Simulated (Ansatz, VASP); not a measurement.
# One calculation of Ru2C, two programs

```
Ru C
1.0
     2.83994    0.00000    0.00000
    -1.41997    2.45946    0.00000
     0.00000    0.00000    4.92473
Ru C
2 1
Direct
  0.66667 0.33333 0.23916
  0.33333 0.66667 0.76084
  0.00000 0.00000 0.50000
```

Change from the starting cell: species swapped into the Cr2C type (P-3m1, No. 164).

Alike in both runs: task single point; functional PBE; k mesh 6 × 6 × 4; occupations gaussian, width 0.1 eV; collinear spin.

|  | VASP | Ansatz |
| --- | --- | --- |
| version | VASP 6.6.1 | Ansatz 0.2.0 |
| potentials or method | VASP PAW PBE potentials, release 64 (Ru_pv, C), cutoff 520 eV | scalar-relativistic, plane waves, PAW |
| valence electrons in the cell | 32 | 36 |

Ansatz gave:

| Item | Value |
| --- | --- |
| gap on the k mesh at the Fermi level (eV) | none |
| pressure (GPa) | -0.2 |
| rms of the force components (eV/Å) | 0.001 |
| net moment per atom (μB) | 0.00 |

**Question.** Estimate VASP's values.

**Answer.** gap on the k mesh at the Fermi level (eV): none; pressure (GPa): -0.1; rms of the force components (eV/Å): 0.013; net moment per atom (μB): 0.00.

Atom by atom the forces differ by 0.014 eV/Å (rms over components). A gap of «none» marks a metal or a gap that the smearing closes. VASP's potentials hold 32 valence electrons a cell and Ansatz's 36, so a difference there can come from the potentials and not from the codes. Ansatz's warnings: seeded moment not kept.

The k mesh is coarse, so the values compare programs but aren't converged.
